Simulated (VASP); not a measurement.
The system is CuAu.

```xyz
2
Lattice="2.8000 0.0000 0.0000 0.0000 2.8000 0.0000 0.0000 0.0000 3.6700" Properties=species:S:1:pos:R:3 pbc="T T T"
Cu    1.4000    1.4000    1.8350
Au    0.0000    0.0000    0.0000
```

Base run:

| Property | Result |
| --- | --- |
| Program | VASP 6.6.1 |
| Functional | PBE |
| Potentials or basis | VASP PAW PBE potentials, release 64 (Cu, Au) |
| Cutoff | 520 eV |
| k mesh | 12 × 12 × 9 |
| Occupations | fermi-dirac, width 0.05 eV |
| Spin | no spin polarisation |

Its results: band gap on the k mesh zero (band 11 reaches 14.10 eV, above the bottom of band 12 at 6.92 eV); pressure 6.6 GPa.

Problem. The run is repeated on the same cell with these changes: functional from PBE to r2SCAN; further incar settings from ALGO = Normal; EDIFF = 1e-06; NBANDS = 18 to ALGO = Normal; EDIFF = 1e-08; NBANDS = 18. What comes out?

Solution. Band gap on the k mesh zero (band 11 reaches 14.15 eV, above the bottom of band 12 at 6.66 eV); pressure 2.2 GPa.

Caveats: spin-orbit coupling is left out, which moves the levels of the heavy elements; the PAW data sets were made with another functional, which shifts forces and pressure a little (some runs).
